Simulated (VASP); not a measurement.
## Te2Pt: single point with PBEsol

The system is Te2Pt.

```
CELL_PARAMETERS angstrom
4.04457 0.00000 0.00000
-2.02228 3.50270 0.00000
0.00000 0.00000 5.13743
ATOMIC_POSITIONS crystal
Te 0.33333 0.66667 0.26203
Te 0.66667 0.33333 0.73797
Pt 0.00000 0.00000 0.00000
```

```yaml
Program: VASP 6.6.1
Task: single point
Functional: PBEsol
Potentials_or_basis: VASP PAW PBE potentials, release 64 (Te, Pt)
Cutoff: 500 eV
k_mesh: 12 × 12 × 8
Occupations: gaussian, width 0.1 eV
Spin: no spin polarisation
```

The pressure is -0.1 GPa. The largest force is 0.005 eV/Å. The band gap on the k mesh is zero (band 11 reaches 9.76 eV, above the bottom of band 12 at 8.44 eV).

Forces in eV/Å, atoms in the order of the input:
```
Te   0.000  0.000  0.005
Te   0.000  0.000 -0.005
Pt   0.000  0.000  0.000
```

Levels at points of the mesh, in eV from the Fermi level:
```csv
k point,band 7,band 8,band 9,band 10,band 11,band 12,band 13,band 14,band 15,band 16
"(0.00, 0.00, 0.00)",-3.75,-2.65,-0.49,-0.49,0.91,0.91,1.60,2.52,4.16,5.89
"(0.50, 0.00, 0.00)",-3.52,-3.45,-3.40,-3.36,-2.87,0.12,2.64,3.85,5.35,5.53
"(0.00, 0.00, 0.50)",-3.79,-2.29,-1.36,-1.25,-1.25,2.26,2.26,4.13,4.94,4.94
"(0.50, 0.00, 0.50)",-3.47,-3.39,-3.21,-2.36,-0.69,0.35,1.36,4.31,4.40,6.45
```

Run time: 110 s on 1 thread of Intel(R) Xeon(R) Platinum 8259CL CPU @ 2.50GHz (Skylake/Cascade Lake) (shared host), peak memory 0.3 GiB.

Caveat: the PAW data sets were made with another functional, which shifts forces and pressure a little; spin-orbit coupling is left out, which moves the levels of the heavy elements.
